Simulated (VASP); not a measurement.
# SiC (P4_12_12) in VASP: a series of runs

SiC is run at these levels: PBE; tasks: single point, relaxation of cell and atoms.

All numbers are computed with VASP 6.6.1; they aren't measurements. Logs are shortened: lines on timing, memory, paths and dates and some standing lists are left out, and cuts for length are marked.

**1. The cell of the first run**

The structure is tetragonal, space group P4_12_12 (No. 92). Conventional cell: a = 5.062 Å, b = 5.062 Å, c = 2.763 Å, α = 90.00°, β = 90.00°, γ = 90.00°. Si (site symmetry 2) has 4 C at 1.80 to 1.85 Å within 2.4 Å. Within 2.4 Å of C (site symmetry 2) lie 4 Si at 1.80 to 1.85 Å.

The cell was generated, and may not be a known phase.

**2. Single point, PBE**

The input, INCAR:

```
SYSTEM = SiC
  ALGO = Normal
  EDIFF = 1E-7
  ENCUT = 520
  GGA = PE
  ISIF = 2
  ISMEAR = 0
  LASPH = .TRUE.
  LCHARG = .TRUE.
  LELF = .TRUE.
  LREAL = .FALSE.
  LVHAR = .TRUE.
  LWAVE = .FALSE.
  NBANDS = 26
  NELM = 100
  PREC = Accurate
  SIGMA = 0.1
```

The input, KPOINTS:

```
k-points
0
G
  4 4 6
  0 0 0
```

The input, POSCAR:

```
SiC
1.0
    5.0618404500      0.0000000000      0.0000000000
    0.0000000000      5.0618404500      0.0000000000
    0.0000000000      0.0000000000      2.7633232900
Si C
4 4
Direct
    0.6692432600      0.6692432600      0.5000000000
    0.1692432600      0.8307567400      0.2500000000
    0.3307567400      0.3307567400      0.0000000000
    0.8307567400      0.1692432600      0.7500000000
    0.8307567400      0.8307567400      0.0000000000
    0.3307567400      0.6692432600      0.7500000000
    0.1692432600      0.1692432600      0.5000000000
    0.6692432600      0.3307567400      0.2500000000
```

Potentials or basis: VASP PAW PBE potentials, release 64 (Si, C).

Launch:

```console
$ cat potpaw_PBE.64/Si/POTCAR potpaw_PBE.64/C/POTCAR > POTCAR
$ mpirun -np 1 vasp_std > vasp.out
```

OUTCAR:

```text
SYSTEM = SiC
   EDIFF = 1E-7
   ENCUT = 520
   GGA = PE
   ISIF = 2
   ISMEAR = 0
   LASPH = .TRUE.
   LREAL = .FALSE.
   NELM = 100
   PREC = Accurate

 ion  position               nearest neighbor table
   1  0.669  0.669  0.500-   5 1.80   5 1.80   8 1.85   6 1.85   2 2.75   4 2.75   4 2.75   2 2.75
                             3 2.79   3 2.79
   2  0.169  0.831  0.250-   6 1.80   6 1.80   7 1.85   5 1.85   1 2.75   3 2.75   3 2.75   1 2.75
                             4 2.79   4 2.79
   3  0.331  0.331  0.000-   7 1.80   7 1.80   8 1.85   6 1.85   2 2.75   4 2.75   2 2.75   4 2.75
                             1 2.79   1 2.79
   4  0.831  0.169  0.750-   8 1.80   8 1.80   5 1.85   7 1.85   1 2.75   3 2.75   1 2.75   3 2.75
                             2 2.79   2 2.79
   5  0.831  0.831  0.000-   1 1.80   1 1.80   4 1.85   2 1.85
   6  0.331  0.669  0.750-   2 1.80   2 1.80   3 1.85   1 1.85
   7  0.169  0.169  0.500-   3 1.80   3 1.80   4 1.85   2 1.85
   8  0.669  0.331  0.250-   4 1.80   4 1.80   1 1.85   3 1.85

  LATTYP: Found a simple tetragonal cell.
 ALAT       =     5.0618404500
 C/A-ratio  =     0.5459127599

  Lattice vectors:

 A1 = (   5.0618404500,   0.0000000000,   0.0000000000)
 A2 = (   0.0000000000,   5.0618404500,   0.0000000000)
 A3 = (   0.0000000000,   0.0000000000,   2.7633232900)

Analysis of symmetry for initial positions (statically):
=====================================================================
 Subroutine PRICEL returns:
 Original cell was already a primitive cell.

 Routine SETGRP: Setting up the symmetry group for a
 simple tetragonal supercell.

 Subroutine GETGRP returns: Found  8 space group operations
 (whereof  2 operations were pure point group operations)
 out of a pool of 16 trial point group operations.

The static configuration has the point symmetry C_2 .
 The point group associated with its full space group is D_4 .

Analysis of symmetry for dynamics (positions and initial velocities):
=====================================================================
 Subroutine PRICEL returns:
 Original cell was already a primitive cell.

 Routine SETGRP: Setting up the symmetry group for a
 simple tetragonal supercell.

 Subroutine GETGRP returns: Found  8 space group operations
 (whereof  2 operations were pure point group operations)
 out of a pool of 16 trial point group operations.

The dynamic configuration has the point symmetry C_2 .
 The point group associated with its full space group is D_4 .

 Subroutine INISYM returns: Found  8 space group operations
 (whereof  2 operations are pure point group operations),
[... 115 lines left out ...]
   POTIM  = 0.5000    time-step for ionic-motion
   TEBEG  =    0.0;   TEEND  =   0.0 temperature during run
   PSTRESS=    0.0 pullay stress
   NELECT =      32.0000    total number of electrons
   NUPDOWN=      -1.0000    fix difference up-down
   EMIN   =  10.00;   EMAX   =-10.00  energy-range for DOS
   EFERMI =   0.00;   METHOD = LEGACY
   ISMEAR =     0;   SIGMA  =   0.10  broadening in eV -4-tet -1-fermi 0-gaus
   EFERMI_NEDOS =   21; number of points for ismear=-14 and -15
   IALGO  =     38    algorithm
   IMIX   =      4    mixing-type and parameters
     AMIX     =   0.40;   BMIX     =  1.00
     AMIX_MAG =   1.60;   BMIX_MAG =  1.00
  volume/ion in A,a.u.               =       8.85        59.72
  Fermi-wavevector in a.u.,A,eV,Ry     =   1.256344  2.374146 21.475444  1.578401
  Thomas-Fermi vector in A             =   2.390057
   LORBIT       =      0    0 simple, 1 ext, 2 COOP (PROOUT), +10 PAW based schemes
   GGA     = PE    functional components
   LHFCALC =     F    Hartree Fock is set to
   AEXX    =    0.0000 exact exchange contribution
   IVDW    =     0    specifies the selected vdW correction
   LEPSILON=     F    determine dielectric tensor
   LRPA    =     F    only Hartree local field effects (RPA)
 non-spin polarized calculation
 Gauss-broadening in eV      SIGMA  =   0.10
  energy-cutoff  :      520.00
  volume of cell :       70.80
 maximum number of plane-waves:      1927
 NGX is ok and might be reduce to    40
   NGX = 19   NGY = 19   NGZ = 11

 number of electron      31.9999998 magnetization

 Free energy of the ion-electron system (eV)
  ---------------------------------------------------
  ext. energy  EPLUGINS =         0.00000000
  ---------------------------------------------------
  free energy    TOTEN  =       -54.09955588 eV

  energy without entropy =      -54.09766520  energy(sigma->0) =      -54.09861054

 E-fermi :  10.8256     XC(G=0): -12.0954

 val. band max:       10.7300535687   @ k =   0.0000   0.0000   0.0000
 cond. band min:      10.8862405489   @ k =   0.0000   0.0000   0.5000
 fundamental gap:      0.1561869802
 Fermi energy:        10.8256144822

 k-point     1 :       0.0000    0.0000    0.0000
  band No.  band energies     occupation
      1      -6.9434      2.00000
      2      -2.8769      2.00000
      3      -2.8678      2.00000
      4      -2.8678      2.00000
      5       1.3649      2.00000
      6       2.3393      2.00000
[... 685 lines left out ...]
     25      20.5714      0.00000
     26      20.5714      0.00000

------------------------ aborting loop because EDIFF is reached ----------------------------------------

  FORCE on cell =-STRESS in cart. coord.  units (eV):
  Direction    XX          YY          ZZ          XY          YZ          ZX
  --------------------------------------------------------------------------------------
  -------------------------------------------------------------------------------------
  Total       19.0995660     19.0995660     23.2166759     -0.0000000      0.0000000      0.0000000
  in kB      432.2007143    432.2007143    525.3660682     -0.0000000      0.0000000      0.0000000
  external PRESSURE =     463.2558323 kB  Pullay stress =       0.0000000 kB

 VOLUME and BASIS-vectors are now :
 -----------------------------------------------------------------------------
  energy-cutoff  :      520.00
  volume of cell :       70.80
      direct lattice vectors                 reciprocal lattice vectors
     5.061840450  0.000000000  0.000000000     0.197556602  0.000000000  0.000000000
     0.000000000  5.061840450  0.000000000     0.000000000  0.197556602  0.000000000
     0.000000000  0.000000000  2.763323290     0.000000000  0.000000000  0.361883101

 POSITION                                       TOTAL-FORCE (eV/Angst)
 -----------------------------------------------------------------------------------
      3.38760      3.38760      1.38166         0.182851      0.182851      0.000000
      0.85668      4.20516      0.69083         0.182851     -0.182851     -0.000000
      1.67424      1.67424      0.00000        -0.182851     -0.182851      0.000000
      4.20516      0.85668      2.07249        -0.182851      0.182851      0.000000
      4.20516      4.20516      0.00000        -0.178508     -0.178508      0.000000
      1.67424      3.38760      2.07249        -0.178508      0.178508      0.000000
      0.85668      0.85668      1.38166         0.178508      0.178508      0.000000
      3.38760      1.67424      0.69083         0.178508     -0.178508     -0.000000
 -----------------------------------------------------------------------------------
    total drift:                                0.000000     -0.000000     -0.000000

  FREE ENERGIE OF THE ION-ELECTRON SYSTEM (eV)
  ---------------------------------------------------
  free  energy   TOTEN  =       -54.0995558828 eV

  energy  without entropy=      -54.0976652011  energy(sigma->0) =      -54.09861054
```

OSZICAR:

```text
N       E                     dE             d eps       ncg     rms          rms(c)
DAV:   1     0.754636911173E+02    0.75464E+02   -0.14886E+04  1248   0.113E+03
DAV:   2    -0.563368615023E+02   -0.13180E+03   -0.12076E+03  1616   0.201E+02
DAV:   3    -0.628392453727E+02   -0.65024E+01   -0.64446E+01  1676   0.410E+01
DAV:   4    -0.629109992199E+02   -0.71754E-01   -0.71676E-01  1534   0.503E+00
DAV:   5    -0.629121424902E+02   -0.11433E-02   -0.11427E-02  1636   0.594E-01    0.204E+01
DAV:   6    -0.544352125328E+02    0.84769E+01   -0.19397E+01  1482   0.206E+01    0.933E+00
DAV:   7    -0.541482916619E+02    0.28692E+00   -0.21507E+00  1666   0.711E+00    0.383E+00
DAV:   8    -0.541034496657E+02    0.44842E-01   -0.13053E-01  1492   0.176E+00    0.104E+00
DAV:   9    -0.540992642175E+02    0.41854E-02   -0.16874E-02  1584   0.713E-01    0.190E-01
DAV:  10    -0.540995057684E+02   -0.24155E-03   -0.14338E-03  1452   0.203E-01    0.762E-02
DAV:  11    -0.540995563664E+02   -0.50598E-04   -0.76459E-05  1560   0.566E-02    0.303E-02
DAV:  12    -0.540995550172E+02    0.13492E-05   -0.59530E-06  1532   0.138E-02    0.768E-03
DAV:  13    -0.540995558784E+02   -0.86121E-06   -0.25182E-06  1512   0.832E-03    0.252E-03
DAV:  14    -0.540995558828E+02   -0.43356E-08   -0.77264E-08  1002   0.170E-03
   1 F= -.54099556E+02 E0= -.54098611E+02  d E =-.189068E-02
```

stdout:

```text
POSCAR found type information on POSCAR SiC
 POSCAR found :  2 types and       8 ions
 scaLAPACK will be used
 LDA part: xc-table for (Slater+PW92), standard interpolation
 POSCAR, INCAR and KPOINTS ok, starting setup
 FFT: planning ... GRIDC
 FFT: planning ... GRID_SOFT
 FFT: planning ... GRID
 WAVECAR not read
 entering main loop
```

Run time: 72 s. Hardware: 1 thread of Intel Xeon 8259CL, shared host; peak memory 0.19 GiB.

What came out:

* Free energy: -54.0996 eV
* Pressure: 46.3 GPa
* Largest force: 0.259 eV/Å
* Band gap on the k mesh: 0.16 eV (least direct gap 2.24 eV)

Forces on the atoms (eV/Å):
```
Si   0.183  0.183  0.000
Si   0.183 -0.183  0.000
Si  -0.183 -0.183  0.000
Si  -0.183  0.183  0.000
C   -0.179 -0.179  0.000
C   -0.179  0.179  0.000
C    0.179  0.179  0.000
C    0.179 -0.179  0.000
```

Stress tensor (GPa, compression positive):
```
43.22  0.00  0.00
 0.00 43.22  0.00
 0.00  0.00 52.54
```

Levels at points of the mesh, in eV from the valence-band top:
```tsv
k point	band 12	band 13	band 14	band 15	band 16	band 17	band 18	band 19	band 20	band 21
(0.00, 0.00, 0.00)	-1.35	-0.82	-0.51	-0.51	0.00	3.97	5.05	5.05	6.44	6.44
(0.50, 0.00, 0.00)	-2.26	-1.06	-1.06	-0.89	-0.89	4.10	4.10	4.90	4.90	7.07
(0.50, 0.50, 0.00)	-2.96	-1.13	-1.13	-0.82	-0.82	2.83	2.83	5.70	5.70	5.73
(0.00, 0.00, 0.50)	-4.33	-3.29	-3.29	-2.75	-2.75	0.16	0.16	6.10	6.10	6.77
(0.50, 0.00, 0.50)	-5.35	-2.21	-2.21	-1.47	-1.47	2.07	2.07	4.09	4.09	4.62
(0.50, 0.50, 0.50)	-4.07	-1.92	-1.92	-1.92	-1.92	2.47	2.47	2.47	2.47	4.48
```

Caveat: the stress differs along the axes, from 43 to 53 GPa; semilocal functionals underestimate gaps, and a narrow one can read as zero. A k mesh can miss the band edges.

(Continued in part 2 of 2.)
